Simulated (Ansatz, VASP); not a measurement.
W3C in VASP and in Ansatz

```xyz
4
Lattice="2.8546 0.0000 0.0000 -1.4273 2.4722 0.0000 0.0000 0.0000 21.6971" Properties=species:S:1:pos:R:3 pbc="T T T"
W     1.4273    0.8241    4.0000
W     0.0000    1.6481    6.3486
W     0.0000    0.0000    8.6971
C     0.0000    0.0000   11.6271
```

Alike in both runs: task single point; functional PBE; k mesh 9 × 9 × 1; occupations gaussian, width 0.1 eV; no spin polarisation.

|  | VASP | Ansatz |
| --- | --- | --- |
| version | VASP 6.6.1 | Ansatz 0.2.0 |
| potentials or method | VASP PAW PBE potentials, release 64 (W_sv, C), cutoff 520 eV | scalar-relativistic, plane waves, PAW |
| valence electrons in the cell | 46 | 46 |

VASP gave:

| Property | Result |
| --- | --- |
| gap on the k mesh at the Fermi level (eV) | none |
| rms of the force components (eV/Å) | 0.609 |

Q: Estimate Ansatz's values.

A: gap on the k mesh at the Fermi level (eV): none; rms of the force components (eV/Å): 0.604.

Atom by atom the forces differ by 0.010 eV/Å (rms over components). A gap of «none» marks a metal or a gap that the smearing closes.

Neither program's run includes spin-orbit coupling.
